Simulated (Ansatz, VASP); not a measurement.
# Two plane-wave programs on CuO

The input INCAR:

```
SYSTEM = CuO
PREC     = Accurate       ! precision mode
ENCUT    = 520            ! plane-wave cutoff, eV
EDIFF    = 1E-6           ! SCF threshold, eV
ISMEAR   = -1             ! smearing method
SIGMA    = 0.05           ! smearing width, eV
LREAL    = .False.        ! projectors in reciprocal space
LASPH    = .True.         ! aspherical terms in the spheres
NELM     = 100            ! most SCF steps
ALGO     = Normal         ! electronic algorithm
ISIF     = 2              ! what is computed and relaxed
LWAVE    = .False.        ! write WAVECAR
LCHARG   = .True.         ! write CHGCAR
GGA      = B5             ! functional
ALDAX    = 1.0          
AGGAX    = 1.0          
AGGAC    = 1.0          
ALDAC    = 0.0          
LELF     = .True.         ! ELF
LVHAR    = .True.       
NBANDS   = 25             ! bands
```

KPOINTS

```
regular mesh
0
Gamma
  10 10 6
  0 0 0
```

POSCAR

```
CuO
1.0
    0.0000000000     -2.1444126677     -2.1444126677
   -2.1444126677      0.0000000000     -2.1444126677
    2.1444126677      2.1444126677     -4.2888253355
Cu O
2 2
Direct
    0.5038875400      0.4769880100      0.4880064000
    0.0038875400      0.9769880100      0.9880064000
    0.7461124600      0.7730119900      0.7619936000
    0.2461124600      0.2730119900      0.2619936000
```

Contents of input.yaml:

```yaml
crystal:
  lattice:
    - [0.0, -2.1444126677, -2.1444126677]
    - [-2.1444126677, 0.0, -2.1444126677]
    - [2.1444126677, 2.1444126677, -4.2888253355]
  atoms:
    - { symbol: Cu, position: [0.50388754, 0.47698801, 0.4880064] }
    - { symbol: Cu, position: [0.00388754, 0.97698801, 0.9880064] }
    - { symbol: O, position: [0.74611246, 0.77301199, 0.7619936] }
    - { symbol: O, position: [0.24611246, 0.27301199, 0.2619936] }
hamiltonian:
  xc: blyp
  pseudopotentials: { kind: paw }
kpoints:
  mp_grid: { grid: [10, 10, 6] }
scf:
  occupations: { method: fermi_dirac, width: 0.05 }
output:
  forces: true
  stress: true
  eigenvalues: true
```

Alike in both runs: task single point; functional BLYP; k mesh 10 × 10 × 6; occupations fermi-dirac, width 0.05 eV; no spin polarisation.

|  | VASP | Ansatz |
| --- | --- | --- |
| version | VASP 6.6.1 | Ansatz 0.2.0 |
| potentials or method | VASP PAW PBE potentials, release 64 (Cu, O) | Ansatz PAW |
| plane-wave cutoff (eV) | 520 | 420 |
| valence electrons in the cell | 34 | 50 |

```csv
,VASP,Ansatz,Ansatz less VASP
gap on the k mesh at the Fermi level (eV),none,none,-
pressure (GPa),6.1,5.7,-0.42
"traceless stress, the component that is largest in VASP (GPa)",4.46,4.18,-0.275
rms of the force components (eV/Å),0.627,0.600,-0.0277
```

VASP's potentials were made for PBE, not for BLYP. Atom by atom the forces differ by 0.028 eV/Å (rms over components). A gap of «none» marks a metal or a gap that the smearing closes. VASP's potentials hold 34 valence electrons a cell and Ansatz's 50, so a difference there can come from the potentials and not from the codes.
